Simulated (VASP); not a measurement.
# Si2W (I4/mmm) in VASP: further runs, part 2 of 2

VASP 6.6.1. The steps go on from the part before.

### Step 5. Single point, r2SCAN

This run uses another cell than the first one, of 14.02 Å³/atom.

POSCAR reads:

```
Si2W
1.0
   -1.6280458460      1.6280458460      3.9664684080
    1.6280458460     -1.6280458460      3.9664684080
    1.6280458460      1.6280458460     -3.9664684080
W Si
1 2
Direct
    0.0000000000      0.0000000000      0.0000000000
    0.6653000000      0.6653000000      0.0000000000
    0.3347000000      0.3347000000      0.0000000000
```

INCAR.step1 reads:

```
  ALGO = Normal
  EDIFF = 1E-4
  ENCUT = 520
  GGA = PE
  ISMEAR = -1
  LASPH = T
  LCHARG = F
  LREAL = F
  LWAVE = T
  NBANDS = 18
  NELM = 80
  PREC = Accurate
  SIGMA = 0.05
```

INCAR.step2 reads:

```
  ALGO = Normal
  EDIFF = 1E-6
  ENCUT = 520
  ISIF = 2
  ISMEAR = -1
  ISTART = 1
  LASPH = T
  LCHARG = T
  LELF = T
  LMIXTAU = T
  LREAL = F
  LVHAR = T
  LWAVE = F
  METAGGA = R2SCAN
  NBANDS = 18
  NELM = 80
  PREC = Accurate
  SIGMA = 0.05
```

KPOINTS reads:

```
k-points
0
Gamma
  12 12 12
```

Potentials or basis: VASP PAW PBE potentials, release 64 (W_sv, Si).

Started as:

```console
cat potpaw_PBE.64/W_sv/POTCAR potpaw_PBE.64/Si/POTCAR > POTCAR
cp INCAR.step1 INCAR
mpirun -np 1 vasp_std > vasp.out
cp INCAR.step2 INCAR
mpirun -np 1 vasp_std > vasp.out
```

OUTCAR:

```text
EDIFF = 1E-6
   ENCUT = 520
   ISIF = 2
   ISMEAR = -1
   ISTART = 1
   LASPH = T
   LREAL = F
   METAGGA = R2SCAN
   NELM = 80
   PREC = Accurate

 ion  position               nearest neighbor table
   1  0.000  0.000  0.000-   2 2.65   3 2.65   2 2.65   3 2.65   2 2.65   3 2.65   3 2.65   2 2.65
                             2 2.66   3 2.66
   2  0.665  0.665  0.000-   3 2.62   1 2.65   1 2.65   1 2.65   1 2.65   1 2.66   3 2.67   3 2.67
                             3 2.67   3 2.67
   3  0.335  0.335  0.000-   2 2.62   1 2.65   1 2.65   1 2.65   1 2.65   1 2.66   2 2.67   2 2.67
                             2 2.67   2 2.67

  LATTYP: Found a body centered tetragonal cell.
 ALAT       =     3.2560916920
 C/A-ratio  =     2.4363370465

  Lattice vectors:

 A1 = (  -1.6280458460,   1.6280458460,   3.9664684080)
 A2 = (   1.6280458460,  -1.6280458460,   3.9664684080)
 A3 = (   1.6280458460,   1.6280458460,  -3.9664684080)

Analysis of symmetry for initial positions (statically):
=====================================================================
 Subroutine PRICEL returns:
 Original cell was already a primitive cell.

 Routine SETGRP: Setting up the symmetry group for a
 body centered tetragonal supercell.

 Subroutine GETGRP returns: Found 16 space group operations
 (whereof 16 operations were pure point group operations)
 out of a pool of 16 trial point group operations.

The static configuration has the point symmetry D_4h.

Analysis of symmetry for dynamics (positions and initial velocities):
=====================================================================
 Subroutine PRICEL returns:
 Original cell was already a primitive cell.

 Routine SETGRP: Setting up the symmetry group for a
 body centered tetragonal supercell.

 Subroutine GETGRP returns: Found 16 space group operations
 (whereof 16 operations were pure point group operations)
 out of a pool of 16 trial point group operations.
[... 120 lines left out ...]
   IALGO  =     38    algorithm
   IMIX   =      4    mixing-type and parameters
     AMIX     =   0.40;   BMIX     =  1.00
     AMIX_MAG =   1.60;   BMIX_MAG =  1.00
  volume/ion in A,a.u.               =      14.02        94.60
  Fermi-wavevector in a.u.,A,eV,Ry     =   1.319117  2.492770 23.675084  1.740070
  Thomas-Fermi vector in A             =   2.449038
   LORBIT       =      0    0 simple, 1 ext, 2 COOP (PROOUT), +10 PAW based schemes
   METAGGA = R2SCAN    functional components
   LHFCALC =     F    Hartree Fock is set to
   AEXX    =    0.0000 exact exchange contribution
   IVDW    =     0    specifies the selected vdW correction
   LEPSILON=     F    determine dielectric tensor
   LRPA    =     F    only Hartree local field effects (RPA)
 non-spin polarized calculation
  energy-cutoff  :      520.00
  volume of cell :       42.05
 maximum number of plane-waves:      1151
 NGX is ok and might be reduce to    36
   NGX = 17   NGY = 17   NGZ = 17

 number of electron      22.0000001 magnetization

 Free energy of the ion-electron system (eV)
  ---------------------------------------------------
  ext. energy  EPLUGINS =         0.00000000
  ---------------------------------------------------
  free energy    TOTEN  =       -69.76168247 eV

  energy without entropy =      -69.75944939  energy(sigma->0) =      -69.76056593

 E-fermi :  11.3627     XC(G=0): -13.2976

 val. band max:       11.2878143845   @ k =  -0.3333  -0.4167   0.3333
 cond. band min:      11.3683565664   @ k =  -0.4167  -0.4167   0.3333
 fundamental gap:      0.0805421819
 Fermi energy:        11.3627355020

 k-point     1 :       0.0000    0.0000    0.0000
  band No.  band energies     occupation
      1     -64.4827      2.00000
      2     -28.0731      2.00000
      3     -28.0609      2.00000
      4     -28.0609      2.00000
      5      -3.1473      2.00000
      6       4.3950      2.00000
[... 481 lines left out ...]
      5       0.0100      2.00000
      6       2.8179      2.00000
[... 10 lines left out ...]
     17      18.5925      0.00000
     18      19.8630      0.00000

 [... further k-points ...]

------------------------ aborting loop because EDIFF is reached ----------------------------------------

  FORCE on cell =-STRESS in cart. coord.  units (eV):
  Direction    XX          YY          ZZ          XY          YZ          ZX
  --------------------------------------------------------------------------------------
  -------------------------------------------------------------------------------------
  Total       -2.2271629     -2.2271629     -2.9103015      0.0000000     -0.0000000     -0.0000000
  in kB      -84.8526322    -84.8526322   -110.8795132      0.0000000     -0.0000000     -0.0000000
  external PRESSURE =     -93.5282592 kB  Pullay stress =       0.0000000 kB

 VOLUME and BASIS-vectors are now :
 -----------------------------------------------------------------------------
  energy-cutoff  :      520.00
  volume of cell :       42.05
      direct lattice vectors                 reciprocal lattice vectors
    -1.628045846  1.628045846  3.966468408     0.000000000  0.307116658  0.126056721
     1.628045846 -1.628045846  3.966468408     0.307116658  0.000000000  0.126056721
     1.628045846  1.628045846 -3.966468408     0.307116658  0.307116658  0.000000000

 POSITION                                       TOTAL-FORCE (eV/Angst)
 -----------------------------------------------------------------------------------
      0.00000      0.00000      0.00000         0.000000      0.000000      0.000000
      0.00000      0.00000      5.27778         0.000000      0.000000     -0.126149
      0.00000      0.00000      2.65515        -0.000000     -0.000000      0.126149
 -----------------------------------------------------------------------------------
    total drift:                               -0.000000     -0.000000      0.000000

  FREE ENERGIE OF THE ION-ELECTRON SYSTEM (eV)
  ---------------------------------------------------
  free  energy   TOTEN  =       -69.7616824661 eV

  energy  without entropy=      -69.7594493950  energy(sigma->0) =      -69.76056593
```

It took 3.9 min on 1 thread of Intel Xeon 6975P-C (Granite Rapids), shared host; peak memory 0.29 GiB.

What came out:

- Free energy: -69.7617 eV
- Pressure: -9.4 GPa
- Largest force: 0.126 eV/Å
- Band gap on the k mesh: zero (bands 11 and 12 overlap by 1.27 eV)

Forces in eV/Å, atoms in the order of the input:
```
W    0.000  0.000  0.000
Si   0.000  0.000 -0.126
Si   0.000  0.000  0.126
```

Stress tensor (GPa, compression positive):
```
 -8.49   0.00   0.00
  0.00  -8.49   0.00
  0.00   0.00 -11.09
```

Caveat: the cell stands under tension; the PAW data sets were made with another functional, which shifts forces and pressure a little; spin-orbit coupling is left out, which moves the levels of the heavy elements.

### Step 6. Single point, LDA

This run uses another cell than the first one, of 13.14 Å³/atom.

INCAR reads:

```
SYSTEM = Si2W
PREC = Accurate ; ENCUT = 520
EDIFF = 1E-6 ; ISMEAR = -1
SIGMA = 0.05 ; LREAL = .False.
LASPH = .True. ; NELM = 60
ALGO = Normal ; ISIF = 2
LWAVE = .False. ; LCHARG = .True.
GGA = CA ; LELF = .True.
LVHAR = .True. ; NBANDS = 18
```

KPOINTS reads:

```
regular mesh
0
Gamma
  12 12 12
  0 0 0
```

POSCAR reads:

```
Si2W
1.0
   -1.5925624578      1.5925624578      3.8866348887
    1.5925624578     -1.5925624578      3.8866348887
    1.5925624578      1.5925624578     -3.8866348887
W Si
1 2
Direct
    0.0000000000      0.0000000000      0.0000000000
    0.6653601470      0.6653601470      0.0000000000
    0.3346398530      0.3346398530      0.0000000000
```

Potentials or basis: VASP PAW LDA potentials, release 64 (W_sv, Si).

Started as:

```console
cat potpaw_LDA.64/W_sv/POTCAR potpaw_LDA.64/Si/POTCAR > POTCAR
mpirun -np 1 vasp_std > vasp.out
```

It took 4.2 min on 1 thread of Intel Xeon 8259CL, shared host; peak memory 0.25 GiB.

The run converged. Its results:

```yaml
Free_energy: -27.3568 eV
Pressure: 0.8 GPa
Largest_force: 0.018 eV/Å
Band_gap_on_the_k_mesh: zero (bands 11 and 12 overlap by 1.35 eV)
```

Forces in eV/Å, atoms in the order of the input:
```
W    0.000  0.000  0.000
Si   0.000  0.000  0.018
Si   0.000  0.000 -0.018
```

Levels at points of the mesh, in eV from the Fermi level:
```
           k point  band 9  band 10  band 11  band 12  band 13  band 14
(0.00, 0.00, 0.00)   -2.92    -2.92     0.60     2.89     2.91     3.17
(0.50, 0.00, 0.00)   -2.88    -2.88    -0.49     2.74     2.83     3.98
(0.50, 0.50, 0.00)   -5.10    -3.37    -1.68     2.88     3.00     3.19
(0.50, 0.50, 0.50)   -0.81    -0.81    -0.55    -0.55     0.79     4.54
```

Caveat: spin-orbit coupling is left out, which moves the levels of the heavy elements.

### Step 7. Overview

| level | potentials or basis | cell | smearing | gap on the mesh (eV) | pressure (GPa) | largest force (eV/Å) |
| --- | --- | --- | --- | --- | --- | --- |
| PBE | VASP PAW PBE potentials, release 64 (W_sv, Si) | a = 4.527 Å, angles 138.4, 138.4, 60.3°, 3 atoms | gaussian 0.05 eV | none | 3.3 | 0.08 |
| PBE | VASP PAW PBE potentials, release 64 (W_sv, Si) | a = 4.557 Å, angles 138.4, 138.4, 60.3°, 3 atoms | fermi-dirac 0.05 eV | none | -1.1 | 0.02 |
| r2SCAN | VASP PAW PBE potentials, release 64 (W_sv, Si) | a = 4.557 Å, angles 138.4, 138.4, 60.3°, 3 atoms | fermi-dirac 0.05 eV | none | -5.4 | 0.07 |
| r2SCAN | VASP PAW PBE potentials, release 64 (W_sv, Si) | a = 4.586 Å, angles 138.4, 138.4, 60.3°, 3 atoms | fermi-dirac 0.05 eV | none | -9.4 | 0.13 |
| LDA | VASP PAW LDA potentials, release 64 (W_sv, Si) | a = 4.492 Å, angles 138.5, 138.5, 60.2°, 3 atoms | fermi-dirac 0.05 eV | none | 0.8 | 0.02 |

Alike in all rows: task single point; no spin polarisation; k mesh 12 × 12 × 12; cutoff (eV) 520.

Caveats: spin-orbit coupling is left out, which moves the levels of the heavy elements; the cell stands under tension (at least some runs); the PAW data sets were made with another functional, which shifts forces and pressure a little (at least some runs); the cell stands under pressure (at least some runs).

Total energies depend on the potentials used, so only differences within one code and one set of settings carry meaning.

The gap in the log of VASP goes by the Fermi energy; the results here count the filled bands.